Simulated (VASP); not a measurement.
# C (Fd-3m) in VASP: further runs

The runs below take C through single point, with PBEsol.

Everything below comes from runs of VASP 6.6.1. Logs are shortened: lines on timing, memory, paths and dates and some standing lists are left out, and cuts for length are marked.

### Step 1. The cell of the first run

The structure is cubic, space group Fd-3m (No. 227). The conventional cell has a = 4.559 Å, b = 4.559 Å, c = 4.559 Å, α = 90.00°, β = 90.00°, γ = 90.00°. Within 2.6 Å of C (site symmetry -43m) lie 4 C at 1.97 Å.

### Step 2. Single point, PBEsol (Ge replaced by C, lengths x 0.780, strained)

Input file INCAR:

```
PREC = Accurate
ENCUT = 520
EDIFF = 1E-7
ISMEAR = 0
SIGMA = 0.02
LREAL = False
LASPH = True
NELM = 100
ALGO = Normal
ISIF = 2
LWAVE = False
LCHARG = False
GGA = PS
NBANDS = 11
```

Input file KPOINTS:

```
regular mesh
0
Gamma
  10 10 10
```

Input file POSCAR:

```
C
1.0
    0.0000000000      2.2792972686      2.2792972686
    2.2792972686      0.0000000000      2.2792972686
    2.2792972686      2.2792972686      0.0000000000
C
2
Direct
    0.5000000000      0.5000000000      0.5000000000
    0.7500000000      0.7500000000      0.7500000000
```

Potentials or basis: VASP PAW PBE potentials, release 64 (C).

On the command line:

```console
> cat potpaw_PBE.64/C/POTCAR > POTCAR
> mpirun -np 1 vasp_std > vasp.out
```

OUTCAR:

```text
PREC = Accurate
   ENCUT = 520
   EDIFF = 1E-7
   ISMEAR = 0
   LREAL = False
   LASPH = True
   NELM = 100
   ISIF = 2
   GGA = PS

 ion  position               nearest neighbor table
   1  0.500  0.500  0.500-   2 1.97   2 1.97   2 1.97   2 1.97
   2  0.750  0.750  0.750-   1 1.97   1 1.97   1 1.97   1 1.97

  LATTYP: Found a face centered cubic cell.
 ALAT       =     4.5585945372

  Lattice vectors:

 A1 = (   0.0000000000,   2.2792972686,   2.2792972686)
 A2 = (   2.2792972686,   0.0000000000,   2.2792972686)
 A3 = (   2.2792972686,   2.2792972686,   0.0000000000)

Analysis of symmetry for initial positions (statically):
=====================================================================
 Subroutine PRICEL returns:
 Original cell was already a primitive cell.

 Routine SETGRP: Setting up the symmetry group for a
 face centered cubic supercell.

 Subroutine GETGRP returns: Found 48 space group operations
 (whereof 24 operations were pure point group operations)
 out of a pool of 48 trial point group operations.

The static configuration has the point symmetry T_d .
 The point group associated with its full space group is O_h .

Analysis of symmetry for dynamics (positions and initial velocities):
=====================================================================
 Subroutine PRICEL returns:
 Original cell was already a primitive cell.

 Routine SETGRP: Setting up the symmetry group for a
 face centered cubic supercell.

 Subroutine GETGRP returns: Found 48 space group operations
 (whereof 24 operations were pure point group operations)
 out of a pool of 48 trial point group operations.

The dynamic configuration has the point symmetry T_d .
 The point group associated with its full space group is O_h .

 Subroutine INISYM returns: Found 48 space group operations
 (whereof 24 operations are pure point group operations),
 and found     1 'primitive' translations

----------------------------------------------------------------------------------------

                                     Primitive cell

  volume of cell :      23.6828

  direct lattice vectors                    reciprocal lattice vectors
     0.000000000  2.279297269  2.279297269    -0.219365858  0.219365858  0.219365858
     2.279297269  0.000000000  2.279297269     0.219365858 -0.219365858  0.219365858
     2.279297269  2.279297269  0.000000000     0.219365858  0.219365858 -0.219365858

  length of vectors
     3.223413110  3.223413110  3.223413110     0.379952811  0.379952811  0.379952811

  position of ions in fractional coordinates (direct lattice)
     0.500000000  0.500000000  0.500000000
     0.750000000  0.750000000  0.750000000

  ion indices of the primitive-cell ions
   primitive index   ion index
                 1           1
                 2           2

----------------------------------------------------------------------------------------

 KPOINTS: regular mesh

Automatic generation of k-mesh.
 Grid dimensions read from file:
 generate k-points for:   10   10   10

 Generating k-lattice:

  Cartesian coordinates                     Fractional coordinates (reciprocal lattice)
    -0.021936586  0.021936586  0.021936586     0.100000000  0.000000000  0.000000000
     0.021936586 -0.021936586  0.021936586     0.000000000  0.100000000  0.000000000
     0.021936586  0.021936586 -0.021936586     0.000000000  0.000000000  0.100000000

  Length of vectors
     0.037995281  0.037995281  0.037995281

  Shift w.r.t. Gamma in fractional coordinates (k-lattice)
     0.000000000  0.000000000  0.000000000

 Subroutine IBZKPT returns following result:
 ===========================================

 Found     47 irreducible k-points:

 Following reciprocal coordinates:
            Coordinates               Weight
  0.000000  0.000000  0.000000      1.000000
  0.100000  0.000000  0.000000      8.000000
  0.200000  0.000000  0.000000      8.000000
  0.300000  0.000000  0.000000      8.000000
  0.400000  0.000000  0.000000      8.000000
  0.500000  0.000000  0.000000      4.000000
[... 16 lines left out ...]
  0.300000  0.300000  0.000000      6.000000
  0.400000  0.300000  0.000000     24.000000
 [... further k-points ...]
   k-points           NKPTS =     47   k-points in BZ     NKDIM =     47   number of bands    NBANDS=     11
   number of dos      NEDOS =    301   number of ions     NIONS =      2
   total plane-waves  NPLWV =  13824
   dimension x,y,z NGX =    24 NGY =   24 NGZ =   24
   dimension x,y,z NGXF=    48 NGYF=   48 NGZF=   48
   ions per type =               2
   NGX,Y,Z   is equivalent  to a cutoff of  12.38, 12.38, 12.38 a.u.
   NGXF,Y,Z  is equivalent  to a cutoff of  24.76, 24.76, 24.76 a.u.
 SYSTEM =  unknown system
   PREC   = accura    normal or accurate (medium, high low for compatibility)
   ISTART =      0    job   : 0-new  1-cont  2-samecut
   ICHARG =      2    charge: 1-file 2-atom 10-const
   ISPIN  =      1    spin polarized calculation?
   LNONCOLLINEAR =      F non collinear calculations
   LSORBIT =      F    spin-orbit coupling
   LASPH  =      T    aspherical Exc in radial PAW
   ENCUT  =  520.0 eV  38.22 Ry    6.18 a.u.   5.99  5.99  5.99*2*pi/ulx,y,z
   NELM   =    100;   NELMIN=  2; NELMDL= -5     # of ELM steps
   EDIFF  = 0.1E-06   stopping-criterion for ELM
   LREAL  =      F    real-space projection
   EDIFFG = 0.1E-05   stopping-criterion for IOM
   NSW    =      0    number of steps for IOM
   IBRION =     -1    ionic relax: 0-MD 1-quasi-New 2-CG
   NFREE  =      0    steps in history (QN), initial steepest desc. (CG)
   ISIF   =      2    stress and relaxation
   ISYM   =      2    0-nonsym 1-usesym 2-fastsym
   POTIM  = 0.5000    time-step for ionic-motion
   TEBEG  =    0.0;   TEEND  =   0.0 temperature during run
   PSTRESS=    0.0 pullay stress
   NELECT =       8.0000    total number of electrons
   NUPDOWN=      -1.0000    fix difference up-down
   EMIN   =  10.00;   EMAX   =-10.00  energy-range for DOS
   EFERMI =   0.00;   METHOD = LEGACY
   ISMEAR =     0;   SIGMA  =   0.02  broadening in eV -4-tet -1-fermi 0-gaus
   EFERMI_NEDOS =   21; number of points for ismear=-14 and -15
   IALGO  =     38    algorithm
   IMIX   =      4    mixing-type and parameters
     AMIX     =   0.40;   BMIX     =  1.00
     AMIX_MAG =   1.60;   BMIX_MAG =  1.00
  volume/ion in A,a.u.               =      11.84        79.91
  Fermi-wavevector in a.u.,A,eV,Ry     =   1.140146  2.154564 17.686665  1.299933
  Thomas-Fermi vector in A             =   2.276849
   LORBIT       =      0    0 simple, 1 ext, 2 COOP (PROOUT), +10 PAW based schemes
   GGA     = PS    functional components
   LHFCALC =     F    Hartree Fock is set to
   AEXX    =    0.0000 exact exchange contribution
   IVDW    =     0    specifies the selected vdW correction
   LEPSILON=     F    determine dielectric tensor
   LRPA    =     F    only Hartree local field effects (RPA)
 non-spin polarized calculation
 Gauss-broadening in eV      SIGMA  =   0.02
  energy-cutoff  :      520.00
  volume of cell :       23.68
 maximum number of plane-waves:       648
   NGX = 11   NGY = 11   NGZ = 11

 number of electron       7.9999999 magnetization

 Free energy of the ion-electron system (eV)
  ---------------------------------------------------
  ext. energy  EPLUGINS =         0.00000000
  ---------------------------------------------------
  free energy    TOTEN  =       -13.79015622 eV

  energy without entropy =      -13.79015622  energy(sigma->0) =      -13.79015622

 E-fermi :   1.8124     XC(G=0): -10.0636

 val. band max:        1.6580750515   @ k =   0.0000   0.0000   0.0000
 cond. band min:       2.4376425159   @ k =   0.0000   0.0000   0.0000
 fundamental gap:      0.7795674645
 Fermi energy:         1.8124023903

 k-point     1 :       0.0000    0.0000    0.0000
  band No.  band energies     occupation
      1     -12.2977      2.00000
      2       1.6581      2.00000
      3       1.6581      2.00000
      4       1.6581      2.00000
      5       2.4376      0.00000
      6       5.2612      0.00000
      7       5.2612      0.00000
      8       5.2612      0.00000
      9      13.5081      0.00000
     10      21.4117      0.00000
     11      21.4117      0.00000

 k-point     2 :       0.1000    0.0000    0.0000
  band No.  band energies     occupation
      1     -12.1418      2.00000
      2       0.1485      2.00000
      3       1.4645      2.00000
      4       1.4645      2.00000
      5       3.2743      0.00000
      6       5.5105      0.00000
      7       5.5105      0.00000
      8       5.6875      0.00000
      9      13.8292      0.00000
     10      19.9486      0.00000
     11      19.9486      0.00000

 k-point     3 :       0.2000    0.0000    0.0000
  band No.  band energies     occupation
      1     -11.6832      2.00000
      2      -1.8557      2.00000
      3       1.0526      2.00000
      4       1.0526      2.00000
      5       3.4522      0.00000
      6       6.0463      0.00000
      7       6.0463      0.00000
      8       6.9173      0.00000
      9      14.4997      0.00000
     10      18.9884      0.00000
     11      18.9884      0.00000

 k-point     4 :       0.3000    0.0000    0.0000
  band No.  band energies     occupation
      1     -10.9603      2.00000
      2      -3.7985      2.00000
      3       0.6543      2.00000
      4       0.6543      2.00000
      5       3.2880      0.00000
      6       6.5448      0.00000
      7       6.5448      0.00000
      8       8.3257      0.00000
      9      15.0189      0.00000
     10      18.7024      0.00000
     11      18.8000      0.00000

 k-point     5 :       0.4000    0.0000    0.0000
  band No.  band energies     occupation
      1     -10.1036      2.00000
      2      -5.4270      2.00000
      3       0.3859      2.00000
      4       0.3859      2.00000
      5       3.1266      0.00000
      6       6.8449      0.00000
      7       6.8449      0.00000
      8       9.4539      0.00000
      9      15.3710      0.00000
     10      17.6536      0.00000
     11      19.1852      0.00000
[... 211 lines left out ...]
 k-point    21 :      -0.3000    0.2000    0.0000
  band No.  band energies     occupation
      1      -9.8820      2.00000
      2      -4.9983      2.00000
      3      -1.7820      2.00000
      4       0.2301      2.00000
      5       4.6205      0.00000
      6       7.2581      0.00000
      7       7.4037      0.00000
      8       8.6272      0.00000
      9      14.8389      0.00000
     10      17.0218      0.00000
     11      18.0009      0.00000

 k-point    22 :      -0.2000    0.2000    0.0000
  band No.  band energies     occupation
      1     -10.7073      2.00000
      2      -3.6778      2.00000
      3      -1.2268      2.00000
      4       0.6987      2.00000
      5       4.5072      0.00000
      6       6.6198      0.00000
      7       7.0033      0.00000
      8       8.0137      0.00000
      9      15.0828      0.00000
     10      17.3676      0.00000
     11      17.5645      0.00000

 k-point    23 :       0.3000    0.3000    0.0000
  band No.  band energies     occupation
      1     -10.4698      2.00000
      2      -3.7675      2.00000
      3      -0.6181      2.00000
      4      -0.6181      2.00000
      5       4.2434      0.00000
      6       5.3305      0.00000
      7       8.4680      0.00000
      8       8.4680      0.00000
      9      14.4466      0.00000
     10      15.7466      0.00000
     11      23.9780      0.00000

 k-point    24 :       0.4000    0.3000    0.0000
  band No.  band energies     occupation
      1      -9.7602      2.00000
      2      -4.8533      2.00000
      3      -1.1959      2.00000
      4      -0.8635      2.00000
      5       4.4753      0.00000
      6       5.4151      0.00000
      7       8.9069      0.00000
      8       8.9146      0.00000
      9      14.5549      0.00000
     10      15.7637      0.00000
     11      23.0461      0.00000

 [... further k-points ...]

------------------------ aborting loop because EDIFF is reached ----------------------------------------

  FORCE on cell =-STRESS in cart. coord.  units (eV):
  Direction    XX          YY          ZZ          XY          YZ          ZX
  --------------------------------------------------------------------------------------
  -------------------------------------------------------------------------------------
  Total      -10.6861978    -10.6861978    -10.6861978     -0.0000000     -0.0000000      0.0000000
  in kB     -722.9377193   -722.9377193   -722.9377193     -0.0000000     -0.0000000      0.0000000
  external PRESSURE =    -722.9377193 kB  Pullay stress =       0.0000000 kB

 VOLUME and BASIS-vectors are now :
 -----------------------------------------------------------------------------
  energy-cutoff  :      520.00
  volume of cell :       23.68
      direct lattice vectors                 reciprocal lattice vectors
     0.000000000  2.279297269  2.279297269    -0.219365858  0.219365858  0.219365858
     2.279297269  0.000000000  2.279297269     0.219365858 -0.219365858  0.219365858
     2.279297269  2.279297269  0.000000000     0.219365858  0.219365858 -0.219365858

 POSITION                                       TOTAL-FORCE (eV/Angst)
 -----------------------------------------------------------------------------------
      2.27930      2.27930      2.27930         0.000000      0.000000      0.000000
      3.41895      3.41895      3.41895        -0.000000     -0.000000     -0.000000
 -----------------------------------------------------------------------------------
    total drift:                               -0.000000      0.000000      0.000000

  FREE ENERGIE OF THE ION-ELECTRON SYSTEM (eV)
  ---------------------------------------------------
  free  energy   TOTEN  =       -13.7901562164 eV

  energy  without entropy=      -13.7901562164  energy(sigma->0) =      -13.79015622
```

It took 3.1 s on 1 thread of Intel Xeon 6975P-C (Granite Rapids), shared host; peak memory 0.13 GiB.

Results:

- Free energy: -13.7902 eV
- Pressure: -72.3 GPa
- Band gap on the k mesh: 0.78 eV

Levels at points of the mesh, in eV from the valence-band top:
```csv
k point,band 1,band 2,band 3,band 4,band 5,band 6,band 7,band 8,band 9
"(0.00, 0.00, 0.00)",-13.96,0.00,0.00,0.00,0.78,3.60,3.60,3.60,11.85
"(0.50, 0.00, 0.00)",-11.27,-7.84,-1.37,-1.37,1.41,5.28,5.28,8.24,14.00
"(0.50, 0.50, 0.00)",-9.16,-9.16,-3.00,-3.00,2.78,2.78,8.21,8.21,13.61
```

Caveat: the cell differs from its parent crystal (Ge replaced by C, lengths x 0.780, strained); the cell stands under tension; the PAW data sets were made with another functional, which shifts forces and pressure a little.

### Step 3. Single point, PBEsol (Ge replaced by C, lengths x 0.780, strained)

Input file INCAR:

```
SYSTEM = C
PREC = Accurate ; ENCUT = 520
EDIFF = 1E-6 ; ISMEAR = 0
SIGMA = 0.1 ; LREAL = .FALSE.
LASPH = .TRUE. ; NELM = 80
ALGO = Normal ; ISIF = 2
LWAVE = .FALSE. ; LCHARG = .FALSE.
GGA = PS ; NBANDS = 11
```

Input file KPOINTS:

```
regular mesh
0
G
  8 8 8
  0 0 0
```

Input file POSCAR:

```
C
1.0
    0.0000000000      2.1861634109      2.1861634109
    2.1861634109      0.0000000000      2.1861634109
    2.1861634109      2.1861634109      0.0000000000
C
2
Direct
    0.5000000000      0.5000000000      0.5000000000
    0.7500000000      0.7500000000      0.7500000000
```

Potentials or basis: VASP PAW PBE potentials, release 64 (C).

On the command line:

```console
> cat potpaw_PBE.64/C/POTCAR > POTCAR
> mpirun -np 1 vasp_std > vasp.out
```

OUTCAR:

```text
SYSTEM = C
   PREC = Accurate
   ENCUT = 520
   EDIFF = 1E-6
   ISMEAR = 0
   LREAL = .FALSE.
   LASPH = .TRUE.
   NELM = 80
   ISIF = 2
   GGA = PS

 ion  position               nearest neighbor table
   1  0.500  0.500  0.500-   2 1.89   2 1.89   2 1.89   2 1.89
   2  0.750  0.750  0.750-   1 1.89   1 1.89   1 1.89   1 1.89

  LATTYP: Found a face centered cubic cell.
 ALAT       =     4.3723268218

  Lattice vectors:

[... 521 lines left out ...]
     11      22.0127      0.00000

 [... further k-points ...]

------------------------ aborting loop because EDIFF is reached ----------------------------------------

  FORCE on cell =-STRESS in cart. coord.  units (eV):
  Direction    XX          YY          ZZ          XY          YZ          ZX
  --------------------------------------------------------------------------------------
  -------------------------------------------------------------------------------------
  Total      -10.4866301    -10.4866301    -10.4866301      0.0000000     -0.0000000      0.0000000
  in kB     -804.0233670   -804.0233670   -804.0233670      0.0000000     -0.0000000      0.0000000
  external PRESSURE =    -804.0233670 kB  Pullay stress =       0.0000000 kB

 VOLUME and BASIS-vectors are now :
 -----------------------------------------------------------------------------
  energy-cutoff  :      520.00
  volume of cell :       20.90
      direct lattice vectors                 reciprocal lattice vectors
     0.000000000  2.186163411  2.186163411    -0.228711174  0.228711174  0.228711174
     2.186163411  0.000000000  2.186163411     0.228711174 -0.228711174  0.228711174
     2.186163411  2.186163411  0.000000000     0.228711174  0.228711174 -0.228711174

 POSITION                                       TOTAL-FORCE (eV/Angst)
 -----------------------------------------------------------------------------------
      2.18616      2.18616      2.18616        -0.000000      0.000000     -0.000000
      3.27925      3.27925      3.27925         0.000000     -0.000000      0.000000
 -----------------------------------------------------------------------------------
    total drift:                               -0.000000      0.000000      0.000000

  FREE ENERGIE OF THE ION-ELECTRON SYSTEM (eV)
  ---------------------------------------------------
  free  energy   TOTEN  =       -15.1179218212 eV

  energy  without entropy=      -15.1179218212  energy(sigma->0) =      -15.11792182
```

It took 3.5 s on 1 thread of Intel Xeon Platinum 8488C (Sapphire Rapids), shared host; peak memory 0.13 GiB.

Results:

* Free energy: -15.1179 eV
* Pressure: -80.4 GPa
* Band gap on the k mesh: 2.29 eV (least direct gap 2.36 eV)

Levels at points of the mesh, in eV from the valence-band top:
```
           k point  band 1  band 2  band 3  band 4  band 5  band 6  band 7  band 8
(0.00, 0.00, 0.00)  -14.94    0.00    0.00    0.00    2.36    3.92    3.92    3.92
(0.50, 0.00, 0.00)  -11.85   -8.45   -1.55   -1.55    2.29    5.79    5.79    9.43
(0.50, 0.50, 0.00)   -9.57   -9.57   -3.43   -3.43    3.13    3.13    9.34    9.34
```

Caveat: the cell differs from its parent crystal (Ge replaced by C, lengths x 0.780, strained); the cell stands under tension; the PAW data sets were made with another functional, which shifts forces and pressure a little. A k mesh can miss the band edges.

### Step 4. Single point, PBEsol (Ge replaced by C, lengths x 0.780, strained)

Input file INCAR:

```
SYSTEM = C
PREC = Accurate
ENCUT = 520
EDIFF = 1E-7
ISMEAR = 0
SIGMA = 0.02
LREAL = .FALSE.
LASPH = .TRUE.
NELM = 100
ALGO = Normal
ISIF = 2
LWAVE = .FALSE.
LCHARG = .FALSE.
GGA = PS
NBANDS = 11
```

Input file KPOINTS:

```
regular mesh
0
G
  10 10 10
  0 0 0
```

POSCAR is that of step 3.

On the command line:

```console
> cat potpaw_PBE.64/C/POTCAR > POTCAR
> mpirun -np 1 vasp_std > vasp.out
```

Wall time 7.2 s (1 thread of Intel Xeon Platinum 8488C (Sapphire Rapids), shared host); peak memory 0.13 GiB.

The run converged. Its results:

- Free energy: -15.1194 eV
- Pressure: -80.4 GPa
- Band gap on the k mesh: 2.29 eV (least direct gap 2.36 eV)

Levels at points of the mesh, in eV from the valence-band top:
```tsv
k point	band 2	band 3	band 4	band 5	band 6	band 7
(0.00, 0.00, 0.00)	0.00	0.00	0.00	2.36	3.92	3.92
(0.50, 0.00, 0.00)	-8.45	-1.55	-1.55	2.29	5.79	5.79
(0.50, 0.50, 0.00)	-9.57	-3.43	-3.43	3.13	3.13	9.34
```

Caveat: the cell differs from its parent crystal (Ge replaced by C, lengths x 0.780, strained); the cell stands under tension; the PAW data sets were made with another functional, which shifts forces and pressure a little.

### Step 5. The runs side by side

| cell | k mesh | smearing | gap on the mesh (eV) | pressure (GPa) |
| --- | --- | --- | --- | --- |
| a = 3.223 Å, angles 60.0°, 2 atoms | 10 × 10 × 10 | gaussian 0.02 eV | 0.78 | -72.3 |
| a = 3.092 Å, angles 60.0°, 2 atoms | 8 × 8 × 8 | gaussian 0.1 eV | 2.29 | -80.4 |
| a = 3.092 Å, angles 60.0°, 2 atoms | 10 × 10 × 10 | gaussian 0.02 eV | 2.29 | -80.4 |

Alike in all rows: task single point; level PBEsol; potentials or basis VASP PAW PBE potentials, release 64 (C); no spin polarisation; cutoff (eV) 520.

Caveats: the cell stands under tension; the PAW data sets were made with another functional, which shifts forces and pressure a little.

Absolute energies hang on the potentials; compare differences alone.
